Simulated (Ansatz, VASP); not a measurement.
Two plane-wave programs on AlN

POSCAR

```
AlN
1.0
   -3.1066653383      0.0000000000      0.0000000000
    0.0000000000      5.3809022080      0.0000000000
    1.5533326691     -2.6904511040     -4.9784048429
Al N
4 4
Direct
    0.9991535488      0.3324868821      0.9983070976
    0.4991535488      0.8324868821      0.9983070976
    0.2491535488      0.9158202155      0.4983070976
    0.7491535488      0.4158202155      0.4983070976
    0.8083464512      0.1416797845      0.6166929024
    0.3083464512      0.6416797845      0.6166929024
    0.0583464512      0.7250131179      0.1166929024
    0.5583464512      0.2250131179      0.1166929024
```

INCAR.step1

```
SYSTEM = AlN
PREC = Accurate
ENCUT = 520
ISMEAR = 0
SIGMA = 0.05
LREAL = .False.
LASPH = .True.
NELM = 80
NBANDS = 26
GGA = PE
ALGO = Normal
EDIFF = 1E-4
LWAVE = .True.
LCHARG = .False.
```

INCAR.step2

```
SYSTEM = AlN
PREC = Accurate
ENCUT = 520
EDIFF = 1E-7
ISMEAR = 0
SIGMA = 0.05
LREAL = .False.
LASPH = .True.
NELM = 80
ALGO = Normal
ISIF = 2
LWAVE = .False.
LCHARG = .True.
METAGGA = R2SCAN
LMIXTAU = .True.
LELF = .True.
LVHAR = .True.
NBANDS = 26
ISTART = 1
```

File KPOINTS:

```
regular mesh
0
Gamma
  8 8 8
  0 0 0
```

Input for Ansatz:

```yaml
crystal:
  lattice:
    - [-3.1066653383, 0.0, 0.0]
    - [0.0, 5.380902208, 0.0]
    - [1.5533326691, -2.690451104, -4.9784048429]
  atoms:
    - { symbol: Al, position: [0.9991535488, 0.3324868821, 0.9983070976] }
    - { symbol: Al, position: [0.4991535488, 0.8324868821, 0.9983070976] }
    - { symbol: Al, position: [0.2491535488, 0.9158202155, 0.4983070976] }
    - { symbol: Al, position: [0.7491535488, 0.4158202155, 0.4983070976] }
    - { symbol: "N", position: [0.8083464512, 0.1416797845, 0.6166929024] }
    - { symbol: "N", position: [0.3083464512, 0.6416797845, 0.6166929024] }
    - { symbol: "N", position: [0.0583464512, 0.7250131179, 0.1166929024] }
    - { symbol: "N", position: [0.5583464512, 0.2250131179, 0.1166929024] }
basis:
  ecutwfc: 500
kpoints:
  mp_grid: { grid: [8, 8, 8] }
hamiltonian:
  xc: r2scan
scf:
  occupations: { method: gaussian, width: 0.05 }
output:
  forces: true
  stress: true
  eigenvalues: true
  write_density: true
  write_potential: true
  elf: true
  volumetric_format: npy
```

Alike in both runs: task single point; functional r2SCAN; k mesh 8 × 8 × 8; occupations gaussian, width 0.05 eV; no spin polarisation.

|  | VASP | Ansatz |
| --- | --- | --- |
| version | VASP 6.6.1 | Ansatz 0.2.0 |
| potentials or method | VASP PAW PBE potentials, release 64 (Al, N), cutoff 520 eV | scalar-relativistic, plane waves, PAW |
| valence electrons in the cell | 32 | 32 |

```tsv
	VASP	Ansatz	Ansatz less VASP
gap on the k mesh at the Fermi level (eV)	4.92	4.88	-0.040
least direct gap on the mesh (eV)	4.92	4.88	-0.040
pressure (GPa)	-0.4	0.0	+0.40
```

VASP's potentials were made for PBE, not for r2SCAN.
